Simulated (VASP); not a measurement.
# CO2 (Pa-3) in VASP: electric field gradients with PBE

Aim: the electric field gradients of CO2 with PBE.

Program: VASP 6.6.1. These are calculated values, not measurements. Logs are shortened: lines on timing, memory, paths and dates and some standing lists are left out, and cuts for length are marked.

## (1) The cell of the first run

It takes space group Pa-3 (No. 205, cubic). The conventional cell has a = 5.620 Å, b = 5.620 Å, c = 5.620 Å, α = 90.00°, β = 90.00°, γ = 90.00°. Within 1.6 Å of C (site symmetry -3) lie 2 O at 1.17 Å. O (site symmetry 3) has 1 C at 1.17 Å within 1.6 Å.

## (2) Electric field gradients, PBE

Input file INCAR:

```
  PREC = Accurate
  ENCUT = 520
  EDIFF = 1E-8
  ISMEAR = -1
  SIGMA = 0.02
  LREAL = F
  LASPH = T
  NELM = 100
  ALGO = Normal
  ISIF = 2
  LWAVE = F
  LCHARG = F
  GGA = PE
  LEFG = T
  ISYM = 0
  NBANDS = 44
```

Input file KPOINTS:

```
Automatic mesh
0
Gamma
  4 4 4
  0.5 0.5 0.5
```

Input file POSCAR:

```
CO2
1.0
    5.6200000000      0.0000000000      0.0000000000
    0.0000000000      5.6200000000      0.0000000000
    0.0000000000      0.0000000000      5.6200000000
C O
4 8
Direct
    0.0000000000      0.0000000000      0.0000000000
    0.5000000000      0.0000000000      0.5000000000
    0.5000000000      0.5000000000      0.0000000000
    0.0000000000      0.5000000000      0.5000000000
    0.1200165075      0.1200165075      0.1200165075
    0.3799834925      0.8799834925      0.6200165075
    0.6200165075      0.3799834925      0.8799834925
    0.8799834925      0.6200165075      0.3799834925
    0.8799834925      0.8799834925      0.8799834925
    0.6200165075      0.1200165075      0.3799834925
    0.3799834925      0.6200165075      0.1200165075
    0.1200165075      0.3799834925      0.6200165075
```

Potentials or basis: VASP PAW PBE potentials, release 64 (C, O).

Started as:

```sh
> cat potpaw_PBE.64/C/POTCAR potpaw_PBE.64/O/POTCAR > POTCAR
> mpirun -np 1 vasp_std > vasp.out
```

OUTCAR:

```text
PREC = Accurate
   ENCUT = 520
   EDIFF = 1E-8
   ISMEAR = -1
   LREAL = F
   LASPH = T
   NELM = 100
   ISIF = 2
   GGA = PE
   ISYM = 0

 ion  position               nearest neighbor table
   1  0.000  0.000  0.000-   5 1.17   9 1.17
   2  0.500  0.000  0.500-   6 1.17  10 1.17
   3  0.500  0.500  0.000-   7 1.17  11 1.17
   4  0.000  0.500  0.500-   8 1.17  12 1.17
   5  0.120  0.120  0.120-   1 1.17
   6  0.380  0.880  0.620-   2 1.17
   7  0.620  0.380  0.880-   3 1.17
   8  0.880  0.620  0.380-   4 1.17
   9  0.880  0.880  0.880-   1 1.17
  10  0.620  0.120  0.380-   2 1.17
  11  0.380  0.620  0.120-   3 1.17
  12  0.120  0.380  0.620-   4 1.17

IMPORTANT INFORMATION: All symmetrisations will be switched off!
NOSYMM: (Re-)initialisation of all symmetry stuff for point group C_1.

----------------------------------------------------------------------------------------

                                     Primitive cell

  volume of cell :     177.5043

  direct lattice vectors                    reciprocal lattice vectors
     5.620000000  0.000000000  0.000000000     0.177935943  0.000000000  0.000000000
     0.000000000  5.620000000  0.000000000     0.000000000  0.177935943  0.000000000
     0.000000000  0.000000000  5.620000000     0.000000000  0.000000000  0.177935943

  length of vectors
     5.620000000  5.620000000  5.620000000     0.177935943  0.177935943  0.177935943

  position of ions in fractional coordinates (direct lattice)
     0.000000000  0.000000000  0.000000000
     0.500000000  0.000000000  0.500000000
     0.500000000  0.500000000  0.000000000
     0.000000000  0.500000000  0.500000000
     0.120016507  0.120016507  0.120016507
     0.379983493  0.879983493  0.620016507
     0.620016507  0.379983493  0.879983493
     0.879983493  0.620016507  0.379983493
     0.879983493  0.879983493  0.879983493
     0.620016507  0.120016507  0.379983493
     0.379983493  0.620016507  0.120016507
     0.120016507  0.379983493  0.620016507

  ion indices of the primitive-cell ions
   primitive index   ion index
                 1           1
                 2           2
                 3           3
                 4           4
[... 1276 lines left out ...]
 -----------------------------------------------------------------------------
  energy-cutoff  :      520.00
  volume of cell :      177.50
      direct lattice vectors                 reciprocal lattice vectors
     5.620000000  0.000000000  0.000000000     0.177935943  0.000000000  0.000000000
     0.000000000  5.620000000  0.000000000     0.000000000  0.177935943  0.000000000
     0.000000000  0.000000000  5.620000000     0.000000000  0.000000000  0.177935943

 POSITION                                       TOTAL-FORCE (eV/Angst)
 -----------------------------------------------------------------------------------
      0.00000      0.00000      0.00000        -0.000001     -0.000001     -0.000001
      2.81000      0.00000      2.81000         0.000000      0.000000     -0.000000
      2.81000      2.81000      0.00000        -0.000000      0.000000      0.000000
      0.00000      2.81000      2.81000         0.000000     -0.000000      0.000000
      0.67449      0.67449      0.67449         0.377007      0.377007      0.377006
      2.13551      4.94551      3.48449        -0.377007     -0.377007      0.377003
      3.48449      2.13551      4.94551         0.377007     -0.377007     -0.377004
      4.94551      3.48449      2.13551        -0.377007      0.377007     -0.377004
      4.94551      4.94551      4.94551        -0.377006     -0.377006     -0.377005
      3.48449      0.67449      2.13551         0.377006      0.377006     -0.377003
      2.13551      3.48449      0.67449        -0.377006      0.377006      0.377004
      0.67449      2.13551      3.48449         0.377006     -0.377006      0.377004
 -----------------------------------------------------------------------------------
    total drift:                                0.000000      0.000000      0.000000

  FREE ENERGIE OF THE ION-ELECTRON SYSTEM (eV)
  ---------------------------------------------------
  free  energy   TOTEN  =       -92.1270050606 eV

  energy  without entropy=      -92.1270050606  energy(sigma->0) =      -92.12700506

 Electric field gradients (V/A^2)
---------------------------------------------------------------------
 ion       V_xx      V_yy      V_zz      V_xy      V_xz      V_yz
---------------------------------------------------------------------
   1      -0.000    -0.000     0.000   -24.986   -24.986   -24.986
   2      -0.000    -0.000     0.000   -24.986    24.986    24.986
   3      -0.000    -0.000     0.000    24.986    24.986   -24.986
   4      -0.000    -0.000     0.000    24.986   -24.986    24.986
   5      -0.000    -0.000     0.000    34.188    34.188    34.188
   6      -0.000    -0.000     0.000    34.188   -34.188   -34.188
   7      -0.000    -0.000     0.000   -34.188   -34.188    34.188
   8      -0.000    -0.000     0.000   -34.188    34.188   -34.188
   9      -0.000    -0.000     0.000    34.188    34.188    34.188
  10      -0.000    -0.000     0.000    34.188   -34.188   -34.188
  11      -0.000    -0.000     0.000   -34.188   -34.188    34.188
  12      -0.000    -0.000     0.000   -34.188    34.188   -34.188
---------------------------------------------------------------------

 Electric field gradients after diagonalization (V/A^2)
 (convention: |V_zz| > |V_xx| > |V_yy|)
----------------------------------------------------------------------
 ion       V_xx      V_yy      V_zz     asymmetry (V_yy - V_xx)/ V_zz
----------------------------------------------------------------------
   1      24.986    24.986   -49.972       0.000
   2      24.986    24.986   -49.972       0.000
   3      24.986    24.986   -49.972       0.000
   4      24.986    24.986   -49.972       0.000
   5     -34.188   -34.188    68.376       0.000
   6     -34.188   -34.188    68.376       0.000
   7     -34.188   -34.188    68.376       0.000
   8     -34.188   -34.188    68.376       0.000
   9     -34.188   -34.188    68.376       0.000
  10     -34.188   -34.188    68.376       0.000
  11     -34.188   -34.188    68.376       0.000
  12     -34.188   -34.188    68.376       0.000
----------------------------------------------------------------------

           NMR quadrupolar parameters

 Cq : quadrupolar parameter    Cq=e*Q*V_zz/h
 eta: asymmetry parameters     (V_yy - V_xx)/ V_zz
 Q  : nuclear electric quadrupole moment in mb (millibarn)
----------------------------------------------------------------------
 ion       Cq(MHz)       eta       Q (mb)
----------------------------------------------------------------------
   1      -0.121       0.000       1.000
   2      -0.121       0.000       1.000
   3      -0.121       0.000       1.000
   4      -0.121       0.000       1.000
   5       0.165       0.000       1.000
   6       0.165       0.000       1.000
   7       0.165       0.000       1.000
   8       0.165       0.000       1.000
   9       0.165       0.000       1.000
  10       0.165       0.000       1.000
  11       0.165       0.000       1.000
  12       0.165       0.000       1.000
----------------------------------------------------------------------
```

It took 5.7 min on 1 thread of Oxide Virtual Turin-like, shared host; peak memory 0.31 GiB.

What came out:

```yaml
Free_energy: -92.1270 eV
Pressure: 2.9 GPa
Largest_force: 0.653 eV/Å
Band_gap_on_the_k_mesh: 7.11 eV, direct
```

Forces in eV/Å, atoms in the order of the input:
```
C    0.000  0.000  0.000
C    0.000  0.000  0.000
C    0.000  0.000  0.000
C    0.000  0.000  0.000
O    0.377  0.377  0.377
O   -0.377 -0.377  0.377
O    0.377 -0.377 -0.377
O   -0.377  0.377 -0.377
O   -0.377 -0.377 -0.377
O    0.377  0.377 -0.377
O   -0.377  0.377  0.377
O    0.377 -0.377  0.377
```

Levels at points of the mesh, in eV from the valence-band top:
| k point | band 30 | band 31 | band 32 | band 33 | band 34 | band 35 |
| --- | --- | --- | --- | --- | --- | --- |
| (0.12, 0.12, 0.12) | -0.15 | 0.00 | 0.00 | 7.11 | 8.04 | 8.04 |

Electric field gradients, principal values (V/Å²):
```csv
atom,least,middle,greatest (by size)
1 C,24.986,24.986,-49.972
2 C,24.986,24.986,-49.972
3 C,24.986,24.986,-49.972
4 C,24.986,24.986,-49.972
5 O,-34.188,-34.188,68.376
6 O,-34.188,-34.188,68.376
7 O,-34.188,-34.188,68.376
8 O,-34.188,-34.188,68.376
9 O,-34.188,-34.188,68.376
10 O,-34.188,-34.188,68.376
11 O,-34.188,-34.188,68.376
12 O,-34.188,-34.188,68.376
```

Caveat: without QUAD_EFG the Cq values of the log hold for a quadrupole moment of 1 mb, not for the nuclei. A k mesh can miss the band edges.
